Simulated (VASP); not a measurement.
# LiB18N18 (a cell with a defect) in VASP: a series of runs, part 3 of 3

VASP 6.6.1.

### Step 6. Relaxation of the atoms, PBE

INCAR

```
SYSTEM = LiB18N18
PREC     = Accurate       ! precision mode
ENCUT    = 650            ! plane-wave cutoff, eV
EDIFF    = 1E-7           ! SCF threshold, eV
ISMEAR   = -1             ! smearing method
SIGMA    = 0.01           ! smearing width, eV
LREAL    = Auto         
LASPH    = .TRUE.         ! aspherical terms in the spheres
NELM     = 120            ! most SCF steps
ALGO     = Normal         ! electronic algorithm
ISIF     = 2              ! what is computed and relaxed
LWAVE    = .FALSE.        ! write WAVECAR
LCHARG   = .FALSE.        ! write CHGCAR
GGA      = PE             ! functional
IBRION   = 2              ! ionic algorithm
NSW      = 90             ! ionic steps
EDIFFG   = -0.02          ! ionic threshold
NELECT   = 146.0        
GGA_COMPAT= .FALSE.      
NELMIN   = 4            
ISYM     = -1
```

KPOINTS

```
explicit points
1
Reciprocal
  0.25000000   0.25000000   0.25000000 1
```

POSCAR

```
LiB18N18
1.0
    7.4650312800      0.0000000000      0.0000000000
   -3.7325156400      6.4649067300      0.0000000000
    0.0000000000      0.0000000000      6.4954828800
B N Li
18 18 1
Direct
    0.1111111100      0.2222222200      0.2500000000
    0.2222222200      0.1111111100      0.7500000000
    0.1113836200      0.5553635900      0.2407197400
    0.2222222200      0.4444444400      0.7500000000
    0.1125696000      0.8891110100      0.2488506900
    0.2215882500      0.7777488200      0.7601642700
    0.4444444400      0.2222222200      0.2500000000
    0.5552720500      0.1114443300      0.7602334400
    0.4444444400      0.5555555600      0.2500000000
    0.5555555600      0.4444444400      0.7500000000
    0.4440566100      0.8889838800      0.2489662900
    0.5555555600      0.7777777800      0.7500000000
    0.7777209500      0.2216482700      0.2407355800
    0.8890168400      0.1125979100      0.7522647000
    0.7777777800      0.5555555600      0.2500000000
    0.8889084500      0.4440946000      0.7519071300
    0.7777777800      0.8888888900      0.2500000000
    0.8888888900      0.7777777800      0.7500000000
    0.1111111100      0.2222222200      0.7500000000
    0.2222222200      0.1111111100      0.2500000000
    0.1109581800      0.5553996700      0.7513034900
    0.2222222200      0.4444444400      0.2500000000
    0.1115216800      0.8889599600      0.7645726800
    0.2220066500      0.7776823800      0.2496129900
    0.4444444400      0.2222222200      0.7500000000
    0.5553677900      0.1109738700      0.2495309900
    0.4444444400      0.5555555600      0.7500000000
    0.5555555600      0.4444444400      0.2500000000
    0.4440033200      0.8890235600      0.7637795000
    0.5555555600      0.7777777800      0.2500000000
    0.7776193900      0.2221090300      0.7513793100
    0.8889619400      0.1116103000      0.2364272100
    0.7777777800      0.5555555600      0.7500000000
    0.8889461500      0.4440572100      0.2370878400
    0.7777777800      0.8888888900      0.7500000000
    0.8888888900      0.7777777800      0.2500000000
    0.3333340000      0.3333340000      0.5000000000
```

Potentials or basis: VASP PAW PBE potentials, release 64 (B, N, Li_sv).

Started as:

```bash
$ cat potpaw_PBE.64/B/POTCAR potpaw_PBE.64/N/POTCAR potpaw_PBE.64/Li_sv/POTCAR > POTCAR
$ mpirun -np 1 vasp_std > vasp.out
```

Wall time 43 min (1 thread of Intel Xeon Platinum 8259CL at 2.50GHz (Skylake/Cascade Lake), shared host); peak memory 0.55 GiB.

Results (log left out):

| Quantity | Value |
| --- | --- |
| Free energy | -323.6631 eV |
| Energy gained by relaxing | 13.3 meV/atom |
| Ionic steps | 38 |
| Largest force after relaxing | 0.014 eV/Å |

Forces in eV/Å, atoms in the order of the input:
```
B   -0.003  0.001  0.000
B    0.003 -0.002 -0.001
B   -0.004  0.001 -0.006
B    0.007 -0.001  0.004
B    0.004  0.000  0.004
B   -0.001 -0.002  0.014
B   -0.005  0.004 -0.004
B    0.003 -0.004  0.006
B   -0.006 -0.002  0.000
B    0.001 -0.006  0.000
B    0.007  0.002 -0.003
B    0.001  0.012  0.008
B   -0.002 -0.002 -0.014
B   -0.003  0.003 -0.004
B    0.010  0.006 -0.008
B    0.000  0.008  0.003
B   -0.003 -0.001 -0.004
B    0.001 -0.002  0.004
N    0.003 -0.001  0.002
N   -0.002  0.002 -0.002
N    0.005 -0.008 -0.005
N   -0.003 -0.003 -0.006
N   -0.004 -0.003 -0.007
N    0.008  0.000 -0.003
N   -0.001 -0.004  0.006
N   -0.009  0.001  0.005
N   -0.004  0.004  0.003
N    0.007 -0.002 -0.003
N    0.001 -0.001  0.001
N    0.001 -0.001  0.003
N   -0.004  0.008  0.004
N   -0.001 -0.006  0.008
N   -0.001  0.001 -0.003
N   -0.001  0.000 -0.001
N    0.002 -0.001 -0.001
N   -0.002  0.001  0.001
Li  -0.002 -0.004  0.000
```

Step by step:
| step | energy change (eV) | largest force (eV/Å) | pressure (GPa) |
| --- | --- | --- | --- |
| 1 | 0.0000 | 1.9253 | 6.14 |
| 2 | 0.8736 | 4.8162 | 7.27 |
| 3 | -0.2408 | 0.9609 | 6.20 |
| 4 | -0.3281 | 0.9524 | 5.96 |
| 5 | -0.3690 | 0.3789 | 6.05 |
| 6 | -0.3927 | 0.4335 | 6.01 |
| 7 | -0.3940 | 0.3241 | 6.02 |
| 8 | -0.4160 | 0.2154 | 6.00 |
| 9 | -0.4174 | 0.2551 | 5.99 |
| 10 | -0.4396 | 0.2171 | 5.99 |
| 11 | -0.4524 | 0.3781 | 5.97 |
| 12 | -0.4653 | 0.2444 | 5.95 |
| 13 | -0.4738 | 0.2043 | 5.91 |
| 14 | -0.4778 | 0.1417 | 5.89 |
| 15 | -0.4808 | 0.1161 | 5.87 |
| 16 | -0.4829 | 0.0640 | 5.86 |
| 17 | -0.4832 | 0.0912 | 5.85 |
| 18 | -0.4843 | 0.0639 | 5.85 |
| 19 | -0.4846 | 0.0676 | 5.84 |
| 20 | -0.4858 | 0.0472 | 5.84 |
| 21 | -0.4864 | 0.0754 | 5.83 |
| 22 | -0.4873 | 0.0696 | 5.83 |
| 23 | -0.4874 | 0.0776 | 5.83 |
| 24 | -0.4881 | 0.0650 | 5.83 |
| 25 | -0.4888 | 0.0428 | 5.83 |
| 26 | -0.4888 | 0.0560 | 5.84 |
| 27 | -0.4893 | 0.0333 | 5.83 |
| 28 | -0.4893 | 0.0391 | 5.83 |
| 29 | -0.4896 | 0.0274 | 5.83 |
| 30 | -0.4897 | 0.0294 | 5.83 |
| 31 | -0.4898 | 0.0233 | 5.83 |
| 32 | -0.4899 | 0.0359 | 5.83 |
| 33 | -0.4900 | 0.0236 | 5.84 |
| 34 | -0.4901 | 0.0266 | 5.84 |
| 35 | -0.4902 | 0.0235 | 5.84 |
| 36 | -0.4902 | 0.0234 | 5.84 |
| 37 | -0.4902 | 0.0241 | 5.84 |
| 38 | -0.4903 | 0.0145 | 5.84 |

Final structure:
```xyz
37
Lattice="7.4650 0.0000 0.0000 -3.7325 6.4649 0.0000 0.0000 0.0000 6.4955" Properties=species:S:1:pos:R:3 pbc="T T T"
B    -0.0132    1.4250    1.5114
B     1.2410    0.7020    4.9862
B    -1.2478    3.5931    1.6209
B    -0.0186    2.8847    4.9838
B    -2.4863    5.7360    1.6166
B    -1.2457    5.0316    4.9333
B     2.5066    1.4253    1.5143
B     3.7359    0.7171    4.8771
B     1.2472    3.6089    1.5126
B     2.5019    2.8857    4.9862
B     0.0009    5.7437    1.5630
B     1.2414    5.0385    4.8792
B     4.9795    1.4363    1.5648
B     6.2112    0.7160    4.8806
B     3.7417    3.5935    1.6200
B     4.9740    2.8736    4.9350
B     2.4922    5.7441    1.5587
B     3.7287    5.0313    4.9395
N     0.0062    1.4393    4.9123
N     1.2425    0.7238    1.5839
N    -1.2461    3.5938    4.9603
N     0.0040    2.8710    1.5880
N    -2.4868    5.7429    4.9656
N    -1.2459    5.0283    1.6236
N     2.4845    1.4398    4.9102
N     3.7344    0.7167    1.5378
N     1.2458    3.5860    4.9123
N     2.4814    2.8708    1.5880
N     0.0011    5.7467    4.8724
N     1.2424    5.0328    1.5327
N     4.9783    1.4363    4.8740
N     6.2160    0.7173    1.5321
N     3.7377    3.5931    4.9659
N     4.9750    2.8735    1.6260
N     2.4902    5.7458    4.8815
N     3.7301    5.0287    1.6167
Li    1.2443    2.1555    3.2489
```

Levels at points of the mesh, in eV from the Fermi level:
```csv
k point,band 70,band 71,band 72,band 73,band 74,band 75,band 76,band 77
"(0.25, 0.25, 0.25)",-0.89,-0.68,-0.63,-0.38,4.34,4.38,4.57,5.10
```

Caveat: the cell carries a net charge on a neutralising background, which shifts energy and pressure; the cell is charged against a uniform background, so pressure and absolute levels hang on convention.

### Step 7. Relaxation of the atoms, PBE

INCAR is that of step 6.

KPOINTS is that of step 6.

POSCAR

```
LiB18N18
1.0
    7.4650312800      0.0000000000      0.0000000000
   -3.7325156400      6.4649067300      0.0000000000
    0.0000000000      0.0000000000      6.4954828800
B N Li
18 18 1
Direct
    0.1111111100      0.2222222200      0.2500000000
    0.2222222200      0.1111111100      0.7500000000
    0.1113836000      0.5553636100      0.2407197800
    0.2222222200      0.4444444400      0.7500000000
    0.1125695800      0.8891110300      0.2488507100
    0.2215882700      0.7777488100      0.7601642300
    0.4444444400      0.2222222200      0.2500000000
    0.5552720600      0.1114443100      0.7602334000
    0.4444444400      0.5555555600      0.2500000000
    0.5555555600      0.4444444400      0.7500000000
    0.4440565900      0.8889839000      0.2489663100
    0.5555555600      0.7777777800      0.7500000000
    0.7777209300      0.2216482900      0.2407356200
    0.8890168600      0.1125979000      0.7522646800
    0.7777777800      0.5555555600      0.2500000000
    0.8889084700      0.4440945800      0.7519070700
    0.7777777800      0.8888888900      0.2500000000
    0.8888888900      0.7777777800      0.7500000000
    0.1111111100      0.2222222200      0.7500000000
    0.2222222200      0.1111111100      0.2500000000
    0.1109582000      0.5553996600      0.7513034600
    0.2222222200      0.4444444400      0.2500000000
    0.1115216900      0.8889599400      0.7645726400
    0.2220066400      0.7776824000      0.2496130200
    0.4444444400      0.2222222200      0.7500000000
    0.5553677700      0.1109738800      0.2495310100
    0.4444444400      0.5555555600      0.7500000000
    0.5555555600      0.4444444400      0.2500000000
    0.4440033300      0.8890235400      0.7637795000
    0.5555555600      0.7777777800      0.2500000000
    0.7776194100      0.2221090100      0.7513792700
    0.8889619200      0.1116103100      0.2364272500
    0.7777777800      0.5555555600      0.7500000000
    0.8889461300      0.4440572200      0.2370878700
    0.7777777800      0.8888888900      0.7500000000
    0.8888888900      0.7777777800      0.2500000000
    0.3333340000      0.3333340000      0.5000000000
```

Started as:

```bash
$ cat potpaw_PBE.64/B/POTCAR potpaw_PBE.64/N/POTCAR potpaw_PBE.64/Li_sv/POTCAR > POTCAR
$ mpirun -np 1 vasp_std > vasp.out
```

Run time: 45 min. Hardware: 1 thread of Intel Xeon Platinum 8259CL at 2.50GHz (Skylake/Cascade Lake), shared host; peak memory 0.55 GiB.

Results (log left out):

```yaml
Free_energy: -323.6631 eV
Energy_gained_by_relaxing: 13.3 meV/atom
Ionic_steps: 38
Largest_force_after_relaxing: 0.014 eV/Å
```

Forces on the atoms (eV/Å):
```
B   -0.004  0.001  0.000
B    0.003 -0.002 -0.001
B   -0.004  0.001 -0.006
B    0.007 -0.001  0.004
B    0.004  0.000  0.004
B   -0.001 -0.002  0.014
B   -0.005  0.004 -0.004
B    0.003 -0.004  0.006
B   -0.006 -0.002  0.000
B    0.001 -0.006  0.000
B    0.007  0.002 -0.003
B    0.001  0.012  0.008
B   -0.002 -0.002 -0.014
B   -0.003  0.003 -0.004
B    0.010  0.006 -0.008
B    0.000  0.008  0.003
B   -0.003 -0.001 -0.004
B    0.001 -0.002  0.004
N    0.003 -0.001  0.002
N   -0.002  0.002 -0.002
N    0.005 -0.008 -0.005
N   -0.003 -0.003 -0.006
N   -0.004 -0.003 -0.007
N    0.008  0.000 -0.003
N   -0.001 -0.004  0.006
N   -0.009  0.001  0.005
N   -0.004  0.004  0.003
N    0.007 -0.002 -0.003
N    0.001 -0.001  0.001
N    0.001 -0.001  0.003
N   -0.004  0.008  0.004
N   -0.001 -0.006  0.008
N   -0.001  0.001 -0.003
N   -0.001  0.000 -0.001
N    0.002 -0.001 -0.001
N   -0.002  0.001  0.001
Li  -0.002 -0.004  0.000
```

The path:
```csv
step,energy change (eV),largest force (eV/Å),pressure (GPa)
1,0.0000,1.9253,6.14
2,0.8736,4.8162,7.27
3,-0.2408,0.9609,6.20
4,-0.3281,0.9524,5.96
5,-0.3690,0.3789,6.05
6,-0.3927,0.4335,6.01
7,-0.3940,0.3241,6.02
8,-0.4160,0.2154,6.00
9,-0.4174,0.2551,5.99
10,-0.4396,0.2171,5.99
11,-0.4524,0.3781,5.97
12,-0.4653,0.2444,5.95
13,-0.4738,0.2043,5.91
14,-0.4778,0.1417,5.89
15,-0.4808,0.1161,5.87
16,-0.4829,0.0640,5.86
17,-0.4832,0.0912,5.85
18,-0.4843,0.0639,5.85
19,-0.4846,0.0676,5.84
20,-0.4858,0.0472,5.84
21,-0.4864,0.0754,5.83
22,-0.4873,0.0696,5.83
23,-0.4874,0.0776,5.83
24,-0.4881,0.0650,5.83
25,-0.4888,0.0428,5.83
26,-0.4888,0.0560,5.84
27,-0.4893,0.0333,5.83
28,-0.4893,0.0391,5.83
29,-0.4896,0.0274,5.83
30,-0.4897,0.0294,5.83
31,-0.4898,0.0233,5.83
32,-0.4899,0.0359,5.83
33,-0.4900,0.0237,5.84
34,-0.4901,0.0266,5.84
35,-0.4902,0.0235,5.84
36,-0.4902,0.0234,5.84
37,-0.4902,0.0241,5.84
38,-0.4903,0.0145,5.84
```

Final structure:
```
CELL_PARAMETERS angstrom
7.46503 0.00000 0.00000
-3.73252 6.46491 0.00000
0.00000 0.00000 6.49548
ATOMIC_POSITIONS crystal
B 0.10844 0.22042 0.23268
B 0.22054 0.10859 0.76764
B 0.11075 0.55579 0.24955
B 0.22062 0.44621 0.76727
B 0.11056 0.88725 0.24888
B 0.22228 0.77830 0.75950
B 0.44601 0.22047 0.23314
B 0.55592 0.11093 0.75085
B 0.44619 0.55823 0.23287
B 0.55833 0.44636 0.76765
B 0.44434 0.88844 0.24063
B 0.55598 0.77936 0.75116
B 0.77813 0.22217 0.24091
B 0.88741 0.11074 0.75138
B 0.77916 0.55585 0.24940
B 0.88856 0.44449 0.75976
B 0.77810 0.88851 0.23996
B 0.88861 0.77824 0.76045
N 0.11215 0.22264 0.75626
N 0.22242 0.11196 0.24384
N 0.11102 0.55589 0.76365
N 0.22257 0.44409 0.24447
N 0.11103 0.88832 0.76446
N 0.22200 0.77779 0.24995
N 0.44417 0.22271 0.75594
N 0.55568 0.11086 0.23674
N 0.44422 0.55468 0.75627
N 0.55444 0.44406 0.24448
N 0.44460 0.88891 0.75012
N 0.55567 0.77848 0.23597
N 0.77797 0.22217 0.75037
N 0.88816 0.11096 0.23588
N 0.77859 0.55579 0.76452
N 0.88868 0.44447 0.25032
N 0.77796 0.88877 0.75152
N 0.88860 0.77784 0.24890
Li 0.33339 0.33341 0.50019
```

Levels at points of the mesh, in eV from the Fermi level:
```csv
k point,band 70,band 71,band 72,band 73,band 74,band 75,band 76,band 77
"(0.25, 0.25, 0.25)",-0.89,-0.68,-0.63,-0.38,4.34,4.38,4.57,5.10
```

Caveat: the cell carries a net charge on a neutralising background, which shifts energy and pressure; the cell is charged against a uniform background, so pressure and absolute levels hang on convention.
